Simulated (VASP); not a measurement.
# C (Fm-3m) in VASP: notebook

The runs below take C through single point, with PBEsol.

Everything below comes from runs of VASP 6.6.1. Logs are shortened: lines on timing, memory, paths and dates and some standing lists are left out, and cuts for length are marked.

### Step 1. The cell of the first run

Symmetry: Fm-3m, No. 225, cubic system. The conventional cell has a = 2.909 Å, b = 2.909 Å, c = 2.909 Å, α = 90.00°, β = 90.00°, γ = 90.00°. C (site symmetry m-3m) has 12 C at 2.06 Å within 2.7 Å.

### Step 2. Single point, PBEsol (volume scaled by 0.88)

Input file INCAR:

```
PREC = Accurate
ENCUT = 520
EDIFF = 1E-7
ISMEAR = -1
SIGMA = 0.1
LREAL = False
LASPH = True
NELM = 80
ALGO = Normal
ISIF = 2
LWAVE = False
LCHARG = False
GGA = PS
NBANDS = 8
```

Input file KPOINTS:

```
Automatic mesh
0
Gamma
  20 20 20
```

Input file POSCAR:

```
C
1.0
    0.0000000000      1.4547188787      1.4547188787
    1.4547188787      0.0000000000      1.4547188787
    1.4547188787      1.4547188787      0.0000000000
C
1
Direct
    0.0000000000      0.0000000000      0.0000000000
```

Potentials or basis: VASP PAW PBE potentials, release 64 (C).

The run is started by

```sh
> cat potpaw_PBE.64/C/POTCAR > POTCAR
> mpirun -np 1 vasp_std > vasp.out
```

OUTCAR:

```text
PREC = Accurate
   ENCUT = 520
   EDIFF = 1E-7
   ISMEAR = -1
   LREAL = False
   LASPH = True
   NELM = 80
   ISIF = 2
   GGA = PS

 ion  position               nearest neighbor table
   1  0.000  0.000  0.000-

  LATTYP: Found a face centered cubic cell.
 ALAT       =     2.9094377574

  Lattice vectors:

 A1 = (   0.0000000000,   1.4547188787,   1.4547188787)
 A2 = (   1.4547188787,   0.0000000000,   1.4547188787)
 A3 = (   1.4547188787,   1.4547188787,   0.0000000000)

Analysis of symmetry for initial positions (statically):
=====================================================================
 Subroutine PRICEL returns:
 Original cell was already a primitive cell.

 Routine SETGRP: Setting up the symmetry group for a
 face centered cubic supercell.

 Subroutine GETGRP returns: Found 48 space group operations
 (whereof 48 operations were pure point group operations)
 out of a pool of 48 trial point group operations.

The static configuration has the point symmetry O_h .

Analysis of symmetry for dynamics (positions and initial velocities):
=====================================================================
 Subroutine PRICEL returns:
 Original cell was already a primitive cell.

 Routine SETGRP: Setting up the symmetry group for a
 face centered cubic supercell.

 Subroutine GETGRP returns: Found 48 space group operations
 (whereof 48 operations were pure point group operations)
 out of a pool of 48 trial point group operations.

The dynamic configuration has the point symmetry O_h .

 Subroutine INISYM returns: Found 48 space group operations
 (whereof 48 operations are pure point group operations),
 and found     1 'primitive' translations

----------------------------------------------------------------------------------------

                                     Primitive cell

  volume of cell :       6.1570

  direct lattice vectors                    reciprocal lattice vectors
     0.000000000  1.454718879  1.454718879    -0.343709020  0.343709020  0.343709020
     1.454718879  0.000000000  1.454718879     0.343709020 -0.343709020  0.343709020
     1.454718879  1.454718879  0.000000000     0.343709020  0.343709020 -0.343709020

  length of vectors
     2.057283168  2.057283168  2.057283168     0.595321485  0.595321485  0.595321485

  position of ions in fractional coordinates (direct lattice)
     0.000000000  0.000000000  0.000000000

  ion indices of the primitive-cell ions
   primitive index   ion index
                 1           1

----------------------------------------------------------------------------------------

 KPOINTS: Automatic mesh

Automatic generation of k-mesh.
 Grid dimensions read from file:
 generate k-points for:   20   20   20

 Generating k-lattice:

  Cartesian coordinates                     Fractional coordinates (reciprocal lattice)
    -0.017185451  0.017185451  0.017185451     0.050000000  0.000000000  0.000000000
     0.017185451 -0.017185451  0.017185451     0.000000000  0.050000000  0.000000000
     0.017185451  0.017185451 -0.017185451     0.000000000  0.000000000  0.050000000

  Length of vectors
     0.029766074  0.029766074  0.029766074

  Shift w.r.t. Gamma in fractional coordinates (k-lattice)
     0.000000000  0.000000000  0.000000000

 Subroutine IBZKPT returns following result:
 ===========================================

 Found    256 irreducible k-points:

 Following reciprocal coordinates:
            Coordinates               Weight
  0.000000  0.000000  0.000000      1.000000
  0.050000  0.000000  0.000000      8.000000
  0.100000  0.000000  0.000000      8.000000
  0.150000  0.000000  0.000000      8.000000
  0.200000  0.000000  0.000000      8.000000
  0.250000  0.000000  0.000000      8.000000
[... 16 lines left out ...]
 -0.400000  0.050000  0.000000     24.000000
 -0.350000  0.050000  0.000000     24.000000
 [... further k-points ...]
   k-points           NKPTS =    256   k-points in BZ     NKDIM =    256   number of bands    NBANDS=      8
   number of dos      NEDOS =    301   number of ions     NIONS =      1
   total plane-waves  NPLWV =   4096
   dimension x,y,z NGX =    16 NGY =   16 NGZ =   16
   dimension x,y,z NGXF=    32 NGYF=   32 NGZF=   32
   ions per type =               1
   NGX,Y,Z   is equivalent  to a cutoff of  12.93, 12.93, 12.93 a.u.
   NGXF,Y,Z  is equivalent  to a cutoff of  25.86, 25.86, 25.86 a.u.
 SYSTEM =  unknown system
   PREC   = accura    normal or accurate (medium, high low for compatibility)
   ISTART =      0    job   : 0-new  1-cont  2-samecut
   ICHARG =      2    charge: 1-file 2-atom 10-const
   ISPIN  =      1    spin polarized calculation?
   LNONCOLLINEAR =      F non collinear calculations
   LSORBIT =      F    spin-orbit coupling
   LASPH  =      T    aspherical Exc in radial PAW
   ENCUT  =  520.0 eV  38.22 Ry    6.18 a.u.   3.83  3.83  3.83*2*pi/ulx,y,z
   NELM   =     80;   NELMIN=  2; NELMDL= -5     # of ELM steps
   EDIFF  = 0.1E-06   stopping-criterion for ELM
   LREAL  =      F    real-space projection
   EDIFFG = 0.1E-05   stopping-criterion for IOM
   NSW    =      0    number of steps for IOM
   IBRION =     -1    ionic relax: 0-MD 1-quasi-New 2-CG
   NFREE  =      0    steps in history (QN), initial steepest desc. (CG)
   ISIF   =      2    stress and relaxation
   ISYM   =      2    0-nonsym 1-usesym 2-fastsym
   POTIM  = 0.5000    time-step for ionic-motion
   TEBEG  =    0.0;   TEEND  =   0.0 temperature during run
   PSTRESS=    0.0 pullay stress
   NELECT =       4.0000    total number of electrons
   NUPDOWN=      -1.0000    fix difference up-down
   EMIN   =  10.00;   EMAX   =-10.00  energy-range for DOS
   EFERMI =   0.00;   METHOD = LEGACY
   ISMEAR =    -1;   SIGMA  =   0.10  broadening in eV -4-tet -1-fermi 0-gaus
   EFERMI_NEDOS =   21; number of points for ismear=-14 and -15
   IALGO  =     38    algorithm
   IMIX   =      4    mixing-type and parameters
     AMIX     =   0.40;   BMIX     =  1.00
     AMIX_MAG =   1.60;   BMIX_MAG =  1.00
  volume/ion in A,a.u.               =       6.16        41.55
  Fermi-wavevector in a.u.,A,eV,Ry     =   1.417879  2.679402 27.352882  2.010380
  Thomas-Fermi vector in A             =   2.539063
   LORBIT       =      0    0 simple, 1 ext, 2 COOP (PROOUT), +10 PAW based schemes
   GGA     = PS    functional components
   LHFCALC =     F    Hartree Fock is set to
   AEXX    =    0.0000 exact exchange contribution
   IVDW    =     0    specifies the selected vdW correction
   LEPSILON=     F    determine dielectric tensor
   LRPA    =     F    only Hartree local field effects (RPA)
 non-spin polarized calculation
  energy-cutoff  :      520.00
  volume of cell :        6.16
 maximum number of plane-waves:       176
   NGX =  7   NGY =  7   NGZ =  7

 number of electron       4.0000000 magnetization

 Free energy of the ion-electron system (eV)
  ---------------------------------------------------
  ext. energy  EPLUGINS =         0.00000000
  ---------------------------------------------------
  free energy    TOTEN  =        -5.12790142 eV

  energy without entropy =       -5.11539156  energy(sigma->0) =       -5.12164649

 E-fermi :  10.1462     XC(G=0): -13.6147

 val. band max:       10.1152848853   @ k =  -0.4000   0.3500   0.1500
 cond. band min:      10.1554952295   @ k =  -0.4500   0.3500   0.1000
 fundamental gap:      0.0402103443
 Fermi energy:        10.1461806331

 k-point     1 :       0.0000    0.0000    0.0000
  band No.  band energies     occupation
      1     -11.1301      2.00000
      2      19.5278      0.00000
      3      19.5278      0.00000
      4      19.5278      0.00000
      5      42.3652      0.00000
      6      42.3652      0.00000
      7      42.3652      0.00000
      8      46.3178      0.00000

 k-point     2 :       0.0500    0.0000    0.0000
  band No.  band energies     occupation
      1     -11.0185      2.00000
      2      19.1685      0.00000
      3      19.4614      0.00000
      4      19.4614      0.00000
      5      41.1806      0.00000
      6      42.5462      0.00000
      7      42.5462      0.00000
      8      46.1704      0.00000

 k-point     3 :       0.1000    0.0000    0.0000
  band No.  band energies     occupation
      1     -10.6839      2.00000
      2      18.1146      0.00000
      3      19.2747      0.00000
      4      19.2747      0.00000
      5      39.4726      0.00000
      6      43.0090      0.00000
      7      43.0090      0.00000
      8      45.7453      0.00000

 k-point     4 :       0.1500    0.0000    0.0000
  band No.  band energies     occupation
      1     -10.1268      2.00000
      2      16.4520      0.00000
      3      18.9996      0.00000
      4      18.9996      0.00000
      5      38.2270      0.00000
      6      43.4613      0.00000
      7      43.4613      0.00000
      8      45.0958      0.00000

 k-point     5 :       0.2000    0.0000    0.0000
  band No.  band energies     occupation
      1      -9.3484      2.00000
      2      14.3310      0.00000
      3      18.6772      0.00000
      4      18.6772      0.00000
      5      37.5194      0.00000
      6      43.3997      0.00000
      7      43.3997      0.00000
      8      44.3051      0.00000
[... 177 lines left out ...]
 k-point    22 :      -0.4500    0.0500    0.0000
  band No.  band energies     occupation
      1      -1.4925      2.00000
      2       1.3746      2.00000
      3      17.0232      0.00000
      4      17.4070      0.00000
      5      37.4662      0.00000
      6      38.1054      0.00000
      7      39.7249      0.00000
      8      43.3353      0.00000

 k-point    23 :      -0.4000    0.0500    0.0000
  band No.  band energies     occupation
      1      -3.3839      2.00000
      2       3.6703      2.00000
      3      16.9930      0.00000
      4      17.6286      0.00000
      5      37.8293      0.00000
      6      38.0171      0.00000
      7      39.9407      0.00000
      8      43.5815      0.00000

 k-point    24 :      -0.3500    0.0500    0.0000
  band No.  band energies     occupation
      1      -5.0868      2.00000
      2       6.1050      2.00000
      3      17.0582      0.00000
      4      17.9120      0.00000
      5      37.6169      0.00000
      6      38.6807      0.00000
      7      40.4601      0.00000
      8      43.9812      0.00000

 [... further k-points ...]

------------------------ aborting loop because EDIFF is reached ----------------------------------------

  FORCE on cell =-STRESS in cart. coord.  units (eV):
  Direction    XX          YY          ZZ          XY          YZ          ZX
  --------------------------------------------------------------------------------------
  -------------------------------------------------------------------------------------
  Total        1.0645395      1.0645395      1.0645395     -0.0000000      0.0000000      0.0000000
  in kB      277.0161893    277.0161893    277.0161893     -0.0000000      0.0000000      0.0000000
  external PRESSURE =     277.0161893 kB  Pullay stress =       0.0000000 kB

 VOLUME and BASIS-vectors are now :
 -----------------------------------------------------------------------------
  energy-cutoff  :      520.00
  volume of cell :        6.16
      direct lattice vectors                 reciprocal lattice vectors
     0.000000000  1.454718879  1.454718879    -0.343709020  0.343709020  0.343709020
     1.454718879  0.000000000  1.454718879     0.343709020 -0.343709020  0.343709020
     1.454718879  1.454718879  0.000000000     0.343709020  0.343709020 -0.343709020

 POSITION                                       TOTAL-FORCE (eV/Angst)
 -----------------------------------------------------------------------------------
      0.00000      0.00000      0.00000         0.000000      0.000000      0.000000
 -----------------------------------------------------------------------------------
    total drift:                                0.000000      0.000000     -0.000000

  FREE ENERGIE OF THE ION-ELECTRON SYSTEM (eV)
  ---------------------------------------------------
  free  energy   TOTEN  =        -5.1279014237 eV

  energy  without entropy=       -5.1153915557  energy(sigma->0) =       -5.12164649
```

Wall time 4 s (1 thread of Intel Xeon 6975P-C, shared host); peak memory 0.12 GiB.

Results:

```yaml
Free_energy: -5.1279 eV
Pressure: 27.7 GPa
Band_gap_on_the_k_mesh: zero (band 2 reaches 19.53 eV, above the bottom of band 3 at 6.45 eV)
```

Levels at points of the mesh, in eV from the Fermi level:
```csv
k point,band 1,band 2,band 3,band 4,band 5,band 6
"(0.00, 0.00, 0.00)",-21.28,9.38,9.38,9.38,32.22,32.22
"(0.50, 0.00, 0.00)",-10.59,-10.08,7.29,7.29,27.82,29.28
"(0.50, 0.50, 0.00)",-8.34,-5.32,2.37,2.37,15.89,16.72
```

Caveat: the PAW data sets were made with another functional, which shifts forces and pressure a little.

(Continued in part 2 of 2.)
